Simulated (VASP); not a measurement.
# MoS2 (R3m) in VASP: a series of runs

Runs on MoS2. Level: PBEsol. Tasks: electric field gradients.

All numbers are computed with VASP 6.6.1; they aren't measurements. Logs are shortened: lines on timing, memory, paths and dates and some standing lists are left out, and cuts for length are marked.

### Step 1. The cell of the first run

The structure is trigonal, space group R3m (No. 160). Conventional cell: a = 3.163 Å, b = 3.163 Å, c = 18.921 Å, α = 90.00°, β = 90.00°, γ = 120.00°. Within 3.2 Å of Mo (site symmetry 3m) lie 6 S at 2.39 Å and 6 Mo at 3.16 Å. Within 3.2 Å of S (site symmetry 3m) lie 3 Mo at 2.39 Å and 7 S at 3.09 to 3.16 Å. S (site symmetry 3m) has 3 Mo at 2.39 Å and 7 S at 3.09 to 3.16 Å within 3.2 Å.

### Step 2. Electric field gradients, PBEsol (zz strain of +3 %)

Input file INCAR:

```
PREC = Accurate
ENCUT = 520
EDIFF = 1E-8
ISMEAR = -1
SIGMA = 0.05
LREAL = False
LASPH = True
NELM = 60
ALGO = Normal
ISIF = 2
LWAVE = False
LCHARG = False
GGA = PS
LEFG = True
NBANDS = 20
```

Input file KPOINTS:

```
regular mesh
0
Gamma
  13 13 13
```

Input file POSCAR:

```
MoS2
1.0
    1.5815003568      0.9130796567      6.3070299000
   -1.5815003568      0.9130796567      6.3070299000
    0.0000000000     -1.8261593134      6.3070299000
Mo S
1 2
Direct
    0.0000000000      0.0000000000      0.0000000000
    0.7484000000      0.7484000000      0.7484000000
    0.5849000000      0.5849000000      0.5849000000
```

Potentials or basis: VASP PAW PBE potentials, release 64 (Mo_sv, S).

The run is started by

```
$ cat potpaw_PBE.64/Mo_sv/POTCAR potpaw_PBE.64/S/POTCAR > POTCAR
$ mpirun -np 1 vasp_std > vasp.out
```

OUTCAR:

```text
PREC = Accurate
   ENCUT = 520
   EDIFF = 1E-8
   ISMEAR = -1
   LREAL = False
   LASPH = True
   NELM = 60
   ISIF = 2
   GGA = PS

 ion  position               nearest neighbor table
   1  0.000  0.000  0.000-   2 2.39   2 2.39   2 2.39   3 2.39   3 2.39   3 2.39
   2  0.748  0.748  0.748-   1 2.39   1 2.39   1 2.39
   3  0.585  0.585  0.585-   1 2.39   1 2.39   1 2.39

  LATTYP: Found a trigonal (rhomboedric) cell.
 ALAT       =     6.5660858963
 COS(alpha) =     0.8839739614

  Lattice vectors:

 A1 = (   1.5815003568,   0.9130796567,   6.3070299000)
 A2 = (  -1.5815003568,   0.9130796567,   6.3070299000)
 A3 = (   0.0000000000,  -1.8261593134,   6.3070299000)

Analysis of symmetry for initial positions (statically):
=====================================================================
 Subroutine PRICEL returns:
 Original cell was already a primitive cell.

 Routine SETGRP: Setting up the symmetry group for a
 trigonal (rhombohedral) supercell.

 Subroutine GETGRP returns: Found  6 space group operations
 (whereof  6 operations were pure point group operations)
 out of a pool of 12 trial point group operations.

The static configuration has the point symmetry C_3v.

Analysis of symmetry for dynamics (positions and initial velocities):
=====================================================================
 Subroutine PRICEL returns:
 Original cell was already a primitive cell.

 Routine SETGRP: Setting up the symmetry group for a
 trigonal (rhombohedral) supercell.

 Subroutine GETGRP returns: Found  6 space group operations
 (whereof  6 operations were pure point group operations)
 out of a pool of 12 trial point group operations.

The dynamic configuration has the point symmetry C_3v.

 Subroutine INISYM returns: Found  6 space group operations
 (whereof  6 operations are pure point group operations),
 and found     1 'primitive' translations

----------------------------------------------------------------------------------------

                                     Primitive cell

  volume of cell :      54.6455

  direct lattice vectors                    reciprocal lattice vectors
     1.581500357  0.913079657  6.307029900     0.316155477  0.182532450  0.052851079
    -1.581500357  0.913079657  6.307029900    -0.316155477  0.182532450  0.052851079
     0.000000000 -1.826159313  6.307029900     0.000000000 -0.365064900  0.052851079

  length of vectors
     6.566085896  6.566085896  6.566085896     0.368870733  0.368870733  0.368870733

  position of ions in fractional coordinates (direct lattice)
     0.000000000  0.000000000  0.000000000
     0.748400000  0.748400000  0.748400000
     0.584900000  0.584900000  0.584900000

  ion indices of the primitive-cell ions
   primitive index   ion index
                 1           1
                 2           2
                 3           3

----------------------------------------------------------------------------------------

 KPOINTS: regular mesh

Automatic generation of k-mesh.
 Grid dimensions read from file:
 generate k-points for:   13   13   13

 Generating k-lattice:

  Cartesian coordinates                     Fractional coordinates (reciprocal lattice)
     0.024319652  0.014040958  0.004065468     0.076923077  0.000000000  0.000000000
    -0.024319652  0.014040958  0.004065468     0.000000000  0.076923077  0.000000000
     0.000000000 -0.028081915  0.004065468     0.000000000  0.000000000  0.076923077

  Length of vectors
     0.028374672  0.028374672  0.028374672

  Shift w.r.t. Gamma in fractional coordinates (k-lattice)
     0.000000000  0.000000000  0.000000000

 Subroutine IBZKPT returns following result:
 ===========================================

 Found    231 irreducible k-points:

 Following reciprocal coordinates:
            Coordinates               Weight
  0.000000  0.000000  0.000000      1.000000
  0.076923 -0.000000 -0.000000      6.000000
  0.153846  0.000000 -0.000000      6.000000
  0.230769  0.000000 -0.000000      6.000000
  0.307692  0.000000 -0.000000      6.000000
  0.384615  0.000000 -0.000000      6.000000
[... 16 lines left out ...]
  0.384615  0.153846 -0.000000     12.000000
  0.461538  0.153846 -0.000000     12.000000
 [... further k-points ...]
   k-points           NKPTS =    231   k-points in BZ     NKDIM =    231   number of bands    NBANDS=     20
   number of dos      NEDOS =    301   number of ions     NIONS =      3
   total plane-waves  NPLWV = 125000
   dimension x,y,z NGX =    50 NGY =   50 NGZ =   50
   dimension x,y,z NGXF=   100 NGYF=  100 NGZF=  100
   ions per type =               1   2
   NGX,Y,Z   is equivalent  to a cutoff of  12.66, 12.66, 12.66 a.u.
   NGXF,Y,Z  is equivalent  to a cutoff of  25.32, 25.32, 25.32 a.u.
 SYSTEM =  unknown system
   PREC   = accura    normal or accurate (medium, high low for compatibility)
   ISTART =      0    job   : 0-new  1-cont  2-samecut
   ICHARG =      2    charge: 1-file 2-atom 10-const
   ISPIN  =      1    spin polarized calculation?
   LNONCOLLINEAR =      F non collinear calculations
   LSORBIT =      F    spin-orbit coupling
   LASPH  =      T    aspherical Exc in radial PAW
   ENCUT  =  520.0 eV  38.22 Ry    6.18 a.u.  12.21 12.21 12.21*2*pi/ulx,y,z
   NELM   =     60;   NELMIN=  2; NELMDL= -5     # of ELM steps
   EDIFF  = 0.1E-07   stopping-criterion for ELM
   LREAL  =      F    real-space projection
   EDIFFG = 0.1E-06   stopping-criterion for IOM
   NSW    =      0    number of steps for IOM
   IBRION =     -1    ionic relax: 0-MD 1-quasi-New 2-CG
   NFREE  =      0    steps in history (QN), initial steepest desc. (CG)
   ISIF   =      2    stress and relaxation
   ISYM   =      2    0-nonsym 1-usesym 2-fastsym
   POTIM  = 0.5000    time-step for ionic-motion
   TEBEG  =    0.0;   TEEND  =   0.0 temperature during run
   PSTRESS=    0.0 pullay stress
   NELECT =      26.0000    total number of electrons
   NUPDOWN=      -1.0000    fix difference up-down
   EMIN   =  10.00;   EMAX   =-10.00  energy-range for DOS
   EFERMI =   0.00;   METHOD = LEGACY
   ISMEAR =    -1;   SIGMA  =   0.05  broadening in eV -4-tet -1-fermi 0-gaus
   EFERMI_NEDOS =   21; number of points for ismear=-14 and -15
   IALGO  =     38    algorithm
   IMIX   =      4    mixing-type and parameters
     AMIX     =   0.40;   BMIX     =  1.00
     AMIX_MAG =   1.60;   BMIX_MAG =  1.00
  volume/ion in A,a.u.               =      18.22       122.92
  Fermi-wavevector in a.u.,A,eV,Ry     =   1.278050  2.415165 22.223924  1.633412
  Thomas-Fermi vector in A             =   2.410615
   LORBIT       =      0    0 simple, 1 ext, 2 COOP (PROOUT), +10 PAW based schemes
   GGA     = PS    functional components
   LHFCALC =     F    Hartree Fock is set to
   AEXX    =    0.0000 exact exchange contribution
   IVDW    =     0    specifies the selected vdW correction
   LEPSILON=     F    determine dielectric tensor
   LRPA    =     F    only Hartree local field effects (RPA)
 non-spin polarized calculation
  energy-cutoff  :      520.00
  volume of cell :       54.65
 maximum number of plane-waves:      1489
 NGX is ok and might be reduce to    50
   NGX = 25   NGY = 25   NGZ = 25

 number of electron      26.0000002 magnetization

 Free energy of the ion-electron system (eV)
  ---------------------------------------------------
  ext. energy  EPLUGINS =         0.00000000
  ---------------------------------------------------
  free energy    TOTEN  =       -23.44641585 eV

  energy without entropy =      -23.44641546  energy(sigma->0) =      -23.44641565

 E-fermi :   7.5837     XC(G=0): -10.8212

 val. band max:        7.1172342603   @ k =   0.4615   0.4615   0.4615
 cond. band min:       8.1940668413   @ k =  -0.2308   0.1538   0.0000
 fundamental gap:      1.0768325811
 Fermi energy:         7.5837067288

 k-point     1 :       0.0000    0.0000    0.0000
  band No.  band energies     occupation
      1     -54.2433      2.00000
      2     -28.4424      2.00000
      3     -28.2069      2.00000
      4     -28.2069      2.00000
      5      -7.8112      2.00000
      6      -6.1725      2.00000
[... 12 lines left out ...]
     19      15.1868      0.00000
     20      15.3380      0.00000

 k-point     2 :       0.0769   -0.0000   -0.0000
  band No.  band energies     occupation
      1     -54.2410      2.00000
      2     -28.4377      2.00000
      3     -28.2308      2.00000
      4     -28.2123      2.00000
      5      -7.7185      2.00000
      6      -6.1423      2.00000
[... 12 lines left out ...]
     19      15.2795      0.00000
     20      15.7449      0.00000

 k-point     3 :       0.1538    0.0000   -0.0000
  band No.  band energies     occupation
      1     -54.2344      2.00000
      2     -28.4246      2.00000
      3     -28.2966      2.00000
      4     -28.2273      2.00000
      5      -7.4521      2.00000
      6      -6.0554      2.00000
[... 12 lines left out ...]
     19      15.4978      0.00000
     20      16.3474      0.00000

 k-point     4 :       0.2308    0.0000   -0.0000
  band No.  band energies     occupation
      1     -54.2251      2.00000
      2     -28.4062      2.00000
      3     -28.3882      2.00000
      4     -28.2483      2.00000
      5      -7.0481      2.00000
      6      -5.9242      2.00000
[... 12 lines left out ...]
     19      15.6416      0.00000
     20      16.1383      0.00000

 k-point     5 :       0.3077    0.0000   -0.0000
  band No.  band energies     occupation
      1     -54.2152      2.00000
      2     -28.4841      2.00000
      3     -28.3865      2.00000
      4     -28.2705      2.00000
      5      -6.5704      2.00000
      6      -5.7717      2.00000
[... 12 lines left out ...]
     19      14.7531      0.00000
     20      15.2302      0.00000
[... 353 lines left out ...]
      6      -6.0009      2.00000
[... 12 lines left out ...]
     19      15.7951      0.00000
     20      16.0788      0.00000

 k-point    22 :       0.3077    0.1538    0.0000
  band No.  band energies     occupation
      1     -54.2203      2.00000
      2     -28.4204      2.00000
      3     -28.3967      2.00000
      4     -28.2737      2.00000
      5      -6.8061      2.00000
      6      -5.8791      2.00000
[... 12 lines left out ...]
     19      15.7247      0.00000
     20      16.2223      0.00000

 k-point    23 :       0.3846    0.1538   -0.0000
  band No.  band energies     occupation
      1     -54.2116      2.00000
      2     -28.4911      2.00000
      3     -28.3793      2.00000
      4     -28.3077      2.00000
      5      -6.3633      2.00000
      6      -5.7303      2.00000
[... 12 lines left out ...]
     19      15.1479      0.00000
     20      15.8638      0.00000

 k-point    24 :       0.4615    0.1538   -0.0000
  band No.  band energies     occupation
      1     -54.2043      2.00000
      2     -28.5480      2.00000
      3     -28.3648      2.00000
      4     -28.3367      2.00000
      5      -5.9550      2.00000
      6      -5.5887      2.00000
[... 12 lines left out ...]
     19      15.0926      0.00000
     20      15.6796      0.00000

 [... further k-points ...]
[... 5 lines left out ...]
  --------------------------------------------------------------------------------------
  -------------------------------------------------------------------------------------
  Total       -0.4980755     -0.4980755      0.2237896     -0.0000000      0.0000000      0.0000000
  in kB      -14.6033234    -14.6033234      6.5613991     -0.0000000      0.0000000      0.0000000
  external PRESSURE =      -7.5484159 kB  Pullay stress =       0.0000000 kB

 VOLUME and BASIS-vectors are now :
 -----------------------------------------------------------------------------
  energy-cutoff  :      520.00
  volume of cell :       54.65
      direct lattice vectors                 reciprocal lattice vectors
     1.581500357  0.913079657  6.307029900     0.316155477  0.182532450  0.052851079
    -1.581500357  0.913079657  6.307029900    -0.316155477  0.182532450  0.052851079
     0.000000000 -1.826159313  6.307029900     0.000000000 -0.365064900  0.052851079

 POSITION                                       TOTAL-FORCE (eV/Angst)
 -----------------------------------------------------------------------------------
      0.00000      0.00000      0.00000         0.000000     -0.000000     -0.003113
      0.00000      0.00000     14.16054         0.000000     -0.000000      0.094882
      0.00000      0.00000     11.06695         0.000000      0.000000     -0.091769
 -----------------------------------------------------------------------------------
    total drift:                                0.000000      0.000000      0.000003

  FREE ENERGIE OF THE ION-ELECTRON SYSTEM (eV)
  ---------------------------------------------------
  free  energy   TOTEN  =       -23.4464158463 eV

  energy  without entropy=      -23.4464154618  energy(sigma->0) =      -23.44641565

 Electric field gradients (V/A^2)
---------------------------------------------------------------------
 ion       V_xx      V_yy      V_zz      V_xy      V_xz      V_yz
---------------------------------------------------------------------
   1      40.913    40.913   -81.825     0.000    -0.000     0.000
   2      28.287    28.287   -56.573    -0.000     0.000    -0.000
   3      27.756    27.756   -55.512    -0.000    -0.000     0.000
---------------------------------------------------------------------

 Electric field gradients after diagonalization (V/A^2)
 (convention: |V_zz| > |V_xx| > |V_yy|)
----------------------------------------------------------------------
 ion       V_xx      V_yy      V_zz     asymmetry (V_yy - V_xx)/ V_zz
----------------------------------------------------------------------
   1      40.913    40.913   -81.825       0.000
   2      28.287    28.287   -56.573       0.000
   3      27.756    27.756   -55.512       0.000
----------------------------------------------------------------------

           NMR quadrupolar parameters

 Cq : quadrupolar parameter    Cq=e*Q*V_zz/h
 eta: asymmetry parameters     (V_yy - V_xx)/ V_zz
 Q  : nuclear electric quadrupole moment in mb (millibarn)
----------------------------------------------------------------------
 ion       Cq(MHz)       eta       Q (mb)
----------------------------------------------------------------------
   1      -0.198       0.000       1.000
   2      -0.137       0.000       1.000
   3      -0.134       0.000       1.000
----------------------------------------------------------------------
```

Run time: 11 min. Hardware: 1 thread of Intel Xeon Platinum 8488C (Sapphire Rapids), shared host; peak memory 0.49 GiB.

What came out:

- Free energy: -23.4464 eV
- Pressure: -0.8 GPa
- Largest force: 0.095 eV/Å
- Band gap on the k mesh: 1.08 eV, indirect (least direct gap 1.87 eV)

Forces on the atoms (eV/Å):
```
Mo   0.000  0.000 -0.003
S    0.000  0.000  0.095
S    0.000  0.000 -0.092
```

Stress tensor (GPa, compression positive):
```
-1.46  0.00  0.00
 0.00 -1.46  0.00
 0.00  0.00  0.66
```

Levels at points of the mesh, in eV from the valence-band top:
```
           k point  band 9  band 10  band 11  band 12  band 13  band 14  band 15  band 16  band 17  band 18
(0.00, 0.00, 0.00)   -3.33    -2.19    -2.19    -1.33    -1.08     2.16     2.16     2.54     2.54     5.50
```

Electric field gradients, principal values (V/Å²):
| atom | least | middle | greatest (by size) |
| --- | --- | --- | --- |
| 1 Mo | 40.913 | 40.913 | -81.825 |
| 2 S | 28.287 | 28.287 | -56.573 |
| 3 S | 27.756 | 27.756 | -55.512 |

Caveat: the cell differs from its parent crystal (zz strain of +3 %); without QUAD_EFG the Cq values of the log hold for a quadrupole moment of 1 mb, not for the nuclei; the PAW data sets were made with another functional, which shifts forces and pressure a little.

(Continued in part 2 of 2.)
